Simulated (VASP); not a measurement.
# TiTe2 (P-3m1) in VASP: further runs

Aim: see how the results for TiTe2 move with the level of theory and the settings. Levels: PBE+D3(BJ), BLYP+D3(BJ). Tasks: single point.

All numbers are computed with VASP 6.6.1; they aren't measurements. Logs are shortened: lines on timing, memory, paths and dates and some standing lists are left out, and cuts for length are marked.

### Step 1. The cell of the first run

It takes space group P-3m1 (No. 164, trigonal). The conventional cell has a = 3.683 Å, b = 3.683 Å, c = 6.297 Å, α = 90.00°, β = 90.00°, γ = 120.00°. Ti (site symmetry -3m) has 6 Te at 2.74 Å within 3.6 Å. Within 3.6 Å of Te (site symmetry 3m) lie 3 Ti at 2.74 Å and 3 Te at 3.55 Å.

### Step 2. Single point, PBE+D3(BJ) (volume scaled by 0.98)

File INCAR:

```
ALGO = Normal
EDIFF = 1E-6
ENCUT = 520
GGA = PE
ISIF = 2
ISMEAR = 0
IVDW = 12
LASPH = True
LCHARG = True
LELF = True
LREAL = False
LVHAR = True
LWAVE = False
NBANDS = 19
NELM = 80
PREC = Accurate
SIGMA = 0.05
```

File KPOINTS:

```
k-points
0
Gamma
  8 8 4
```

File POSCAR:

```
TiTe2
1.0
    3.6826160999      0.0000000000      0.0000000000
   -1.8413080499      3.1892390949      0.0000000000
    0.0000000000      0.0000000000      6.2973219856
Ti Te
1 2
Direct
    0.0000000000      0.0000000000      0.0000000000
    0.3333333333      0.6666666667      0.2743011113
    0.6666666667      0.3333333333      0.7256988887
```

Potentials or basis: VASP PAW PBE potentials, release 64 (Ti_sv, Te).

Command:

```
> cat potpaw_PBE.64/Ti_sv/POTCAR potpaw_PBE.64/Te/POTCAR > POTCAR
> mpirun -np 1 vasp_std > vasp.out
```

OUTCAR:

```text
EDIFF = 1E-6
   ENCUT = 520
   GGA = PE
   ISIF = 2
   ISMEAR = 0
   IVDW = 12
   LASPH = True
   LREAL = False
   NELM = 80
   PREC = Accurate
 IVDW          = 12

 ion  position               nearest neighbor table
   1  0.000  0.000  0.000-   2 2.74   3 2.74   2 2.74   3 2.74   3 2.74   2 2.74
   2  0.333  0.667  0.274-   1 2.74   1 2.74   1 2.74   3 3.55   3 3.55   3 3.55
   3  0.667  0.333  0.726-   1 2.74   1 2.74   1 2.74   2 3.55   2 3.55   2 3.55

  LATTYP: Found a hexagonal cell.
 ALAT       =     3.6826160999
 C/A-ratio  =     1.7100131577

  Lattice vectors:

 A1 = (   3.6826160999,   0.0000000000,   0.0000000000)
 A2 = (  -1.8413080499,   3.1892390949,   0.0000000000)
 A3 = (   0.0000000000,   0.0000000000,   6.2973219856)

Analysis of symmetry for initial positions (statically):
=====================================================================
 Subroutine PRICEL returns:
 Original cell was already a primitive cell.

 Routine SETGRP: Setting up the symmetry group for a
 hexagonal supercell.

 Subroutine GETGRP returns: Found 12 space group operations
 (whereof 12 operations were pure point group operations)
 out of a pool of 24 trial point group operations.

The static configuration has the point symmetry D_3d.

Analysis of symmetry for dynamics (positions and initial velocities):
=====================================================================
 Subroutine PRICEL returns:
 Original cell was already a primitive cell.

 Routine SETGRP: Setting up the symmetry group for a
 hexagonal supercell.

 Subroutine GETGRP returns: Found 12 space group operations
 (whereof 12 operations were pure point group operations)
 out of a pool of 24 trial point group operations.

The dynamic configuration has the point symmetry D_3d.

 Subroutine INISYM returns: Found 12 space group operations
 (whereof 12 operations are pure point group operations),
 and found     1 'primitive' translations

----------------------------------------------------------------------------------------

                                     Primitive cell

  volume of cell :      73.9604

  direct lattice vectors                    reciprocal lattice vectors
     3.682616100  0.000000000  0.000000000     0.271546089  0.156777208  0.000000000
    -1.841308050  3.189239095  0.000000000     0.000000000  0.313554415  0.000000000
     0.000000000  0.000000000  6.297321986     0.000000000  0.000000000  0.158797661

  length of vectors
     3.682616100  3.682616100  6.297321986     0.313554415  0.313554415  0.158797661

  position of ions in fractional coordinates (direct lattice)
     0.000000000  0.000000000  0.000000000
     0.333333333  0.666666667  0.274301111
     0.666666667  0.333333333  0.725698889

  ion indices of the primitive-cell ions
   primitive index   ion index
                 1           1
                 2           2
                 3           3

----------------------------------------------------------------------------------------

 KPOINTS: k-points

Automatic generation of k-mesh.
 Grid dimensions read from file:
 generate k-points for:    8    8    4

 Generating k-lattice:

  Cartesian coordinates                     Fractional coordinates (reciprocal lattice)
     0.033943261  0.019597151  0.000000000     0.125000000  0.000000000  0.000000000
     0.000000000  0.039194302  0.000000000     0.000000000  0.125000000  0.000000000
     0.000000000  0.000000000  0.039699415     0.000000000  0.000000000  0.250000000

  Length of vectors
     0.039194302  0.039194302  0.039699415

  Shift w.r.t. Gamma in fractional coordinates (k-lattice)
     0.000000000  0.000000000  0.000000000

 Subroutine IBZKPT returns following result:
 ===========================================

 Found     35 irreducible k-points:

 Following reciprocal coordinates:
            Coordinates               Weight
  0.000000  0.000000  0.000000      1.000000
  0.125000  0.000000  0.000000      6.000000
  0.250000  0.000000  0.000000      6.000000
  0.375000  0.000000  0.000000      6.000000
  0.500000  0.000000  0.000000      3.000000
  0.125000  0.125000  0.000000      6.000000
[... 16 lines left out ...]
 -0.125000  0.500000  0.250000     12.000000
  0.250000  0.250000  0.250000     12.000000
 [... further k-points ...]
   k-points           NKPTS =     35   k-points in BZ     NKDIM =     35   number of bands    NBANDS=     19
   number of dos      NEDOS =    301   number of ions     NIONS =      3
   total plane-waves  NPLWV =  37632
   dimension x,y,z NGX =    28 NGY =   28 NGZ =   48
   dimension x,y,z NGXF=    56 NGYF=   56 NGZF=   96
   ions per type =               1   2
   NGX,Y,Z   is equivalent  to a cutoff of  12.64, 12.64, 12.67 a.u.
   NGXF,Y,Z  is equivalent  to a cutoff of  25.28, 25.28, 25.34 a.u.
 SYSTEM =  unknown system
   PREC   = accura    normal or accurate (medium, high low for compatibility)
   ISTART =      0    job   : 0-new  1-cont  2-samecut
   ICHARG =      2    charge: 1-file 2-atom 10-const
   ISPIN  =      1    spin polarized calculation?
   LNONCOLLINEAR =      F non collinear calculations
   LSORBIT =      F    spin-orbit coupling
   LASPH  =      T    aspherical Exc in radial PAW
   ENCUT  =  520.0 eV  38.22 Ry    6.18 a.u.   6.85  6.85 11.71*2*pi/ulx,y,z
   NELM   =     80;   NELMIN=  2; NELMDL= -5     # of ELM steps
   EDIFF  = 0.1E-05   stopping-criterion for ELM
   LREAL  =      F    real-space projection
   EDIFFG = 0.1E-04   stopping-criterion for IOM
   NSW    =      0    number of steps for IOM
   IBRION =     -1    ionic relax: 0-MD 1-quasi-New 2-CG
   NFREE  =      0    steps in history (QN), initial steepest desc. (CG)
   ISIF   =      2    stress and relaxation
   ISYM   =      2    0-nonsym 1-usesym 2-fastsym
   POTIM  = 0.5000    time-step for ionic-motion
   TEBEG  =    0.0;   TEEND  =   0.0 temperature during run
   PSTRESS=    0.0 pullay stress
   NELECT =      24.0000    total number of electrons
   NUPDOWN=      -1.0000    fix difference up-down
   EMIN   =  10.00;   EMAX   =-10.00  energy-range for DOS
   EFERMI =   0.00;   METHOD = LEGACY
   ISMEAR =     0;   SIGMA  =   0.05  broadening in eV -4-tet -1-fermi 0-gaus
   EFERMI_NEDOS =   21; number of points for ismear=-14 and -15
   IALGO  =     38    algorithm
   IMIX   =      4    mixing-type and parameters
     AMIX     =   0.40;   BMIX     =  1.00
     AMIX_MAG =   1.60;   BMIX_MAG =  1.00
  volume/ion in A,a.u.               =      24.65       166.37
  Fermi-wavevector in a.u.,A,eV,Ry     =   1.124982  2.125907 17.219312  1.265584
  Thomas-Fermi vector in A             =   2.261656
   LORBIT       =      0    0 simple, 1 ext, 2 COOP (PROOUT), +10 PAW based schemes
   GGA     = PE    functional components
   LHFCALC =     F    Hartree Fock is set to
   AEXX    =    0.0000 exact exchange contribution
   IVDW    =    12    specifies the selected vdW correction
   LEPSILON=     F    determine dielectric tensor
   LRPA    =     F    only Hartree local field effects (RPA)
 non-spin polarized calculation
 Gauss-broadening in eV      SIGMA  =   0.05
  energy-cutoff  :      520.00
  volume of cell :       73.96
 maximum number of plane-waves:      2008
 NGX is ok and might be reduce to    28
   NGX = 13   NGY = 13   NGZ = 23

 number of electron      24.0000004 magnetization

 Free energy of the ion-electron system (eV)
  ---------------------------------------------------
  ext. energy  EPLUGINS =         0.00000000
  ---------------------------------------------------
  free energy    TOTEN  =       -16.11385288 eV

  energy without entropy =      -16.11238372  energy(sigma->0) =      -16.11311830

 E-fermi :   7.8615     XC(G=0): -10.2804

 val. band max:        7.8222952225   @ k =   0.5000   0.0000   0.0000
 cond. band min:       7.8805306991   @ k =   0.3750   0.0000   0.0000
 fundamental gap:      0.0582354766
 Fermi energy:         7.8615114921

 k-point     1 :       0.0000    0.0000    0.0000
  band No.  band energies     occupation
      1     -49.4696      2.00000
      2     -25.7343      2.00000
      3     -25.7343      2.00000
      4     -25.7101      2.00000
      5      -5.0277      2.00000
      6      -3.1944      2.00000
[... 11 lines left out ...]
     18      13.0950      0.00000
     19      14.3732      0.00000

 k-point     2 :       0.1250    0.0000    0.0000
  band No.  band energies     occupation
      1     -49.4690      2.00000
      2     -25.7426      2.00000
      3     -25.7362      2.00000
      4     -25.7082      2.00000
      5      -4.8364      2.00000
      6      -3.0943      2.00000
[... 11 lines left out ...]
     18      14.0189      0.00000
     19      15.1263      0.00000

 k-point     3 :       0.2500    0.0000    0.0000
  band No.  band energies     occupation
      1     -49.4674      2.00000
      2     -25.7625      2.00000
      3     -25.7407      2.00000
      4     -25.7034      2.00000
      5      -4.2961      2.00000
      6      -2.8438      2.00000
[... 11 lines left out ...]
     18      13.6896      0.00000
     19      14.4819      0.00000

 k-point     4 :       0.3750    0.0000    0.0000
  band No.  band energies     occupation
      1     -49.4659      2.00000
      2     -25.7823      2.00000
      3     -25.7453      2.00000
      4     -25.6987      2.00000
      5      -3.5404      2.00000
      6      -2.6298      2.00000
[... 407 lines left out ...]
     18      12.8280      0.00000
     19      14.2041      0.00000

 k-point    23 :      -0.1250    0.5000    0.2500
  band No.  band energies     occupation
      1     -49.4653      2.00000
      2     -25.7859      2.00000
      3     -25.7517      2.00000
      4     -25.6967      2.00000
      5      -3.1045      2.00000
      6      -2.5617      2.00000
[... 11 lines left out ...]
     18      13.1740      0.00000
     19      13.8858      0.00000

 k-point    24 :       0.2500    0.2500    0.2500
  band No.  band energies     occupation
      1     -49.4653      2.00000
      2     -25.7796      2.00000
      3     -25.7580      2.00000
      4     -25.6968      2.00000
      5      -3.1024      2.00000
      6      -2.6032      2.00000
[... 11 lines left out ...]
     18      13.1542      0.00000
     19      14.0309      0.00000

 [... further k-points ...]

------------------------ aborting loop because EDIFF is reached ----------------------------------------

 Edisp (eV)   -1.60179

 E8    (eV) :    -0.7418

  FORCE on cell =-STRESS in cart. coord.  units (eV):
  Direction    XX          YY          ZZ          XY          YZ          ZX
  --------------------------------------------------------------------------------------
  -------------------------------------------------------------------------------------
  Total       0.37666     0.37666     0.39047     0.00000    -0.00000     0.00000
  in kB       8.15939     8.15939     8.45862     0.00000    -0.00000     0.00000
  external pressure =        8.26 kB  Pullay stress =        0.00 kB

 VOLUME and BASIS-vectors are now :
 -----------------------------------------------------------------------------
  energy-cutoff  :      520.00
  volume of cell :       73.96
      direct lattice vectors                 reciprocal lattice vectors
     3.682616100  0.000000000  0.000000000     0.271546089  0.156777208  0.000000000
    -1.841308050  3.189239095  0.000000000     0.000000000  0.313554415  0.000000000
     0.000000000  0.000000000  6.297321986     0.000000000  0.000000000  0.158797661

 POSITION                                       TOTAL-FORCE (eV/Angst)
 -----------------------------------------------------------------------------------
      0.00000      0.00000      0.00000        -0.000000      0.000000      0.000000
     -0.00000      2.12616      1.72736        -0.000000      0.000000      0.011573
      1.84131      1.06308      4.56996         0.000000      0.000000     -0.011573
 -----------------------------------------------------------------------------------
    total drift:                                0.000000     -0.000000     -0.000000

  FREE ENERGIE OF THE ION-ELECTRON SYSTEM (eV)
  ---------------------------------------------------
  free  energy   TOTEN  =       -17.7156464205 eV

  energy  without entropy=      -17.7141772530  energy(sigma->0) =      -17.71491184
```

Wall time 31 s (1 thread of AMD EPYC 9R45 (Zen 5), shared host); peak memory 0.19 GiB.

What came out:

```yaml
Free_energy: -17.7156 eV
Pressure: 0.8 GPa
Largest_force: 0.012 eV/Å
Band_gap_on_the_k_mesh: zero (band 12 reaches 8.32 eV, above the bottom of band 13 at 7.45 eV)
Dispersion_energy_per_atom: -0.534 eV
```

Forces in eV/Å, atoms in the order of the input:
```
Ti   0.000  0.000  0.000
Te   0.000  0.000  0.012
Te   0.000  0.000 -0.012
```

Caveat: spin-orbit coupling is left out, which moves the levels of the heavy elements; pairwise dispersion overbinds metals, which lowers pressure and volume.

(Part 1 of 2 ends here.)
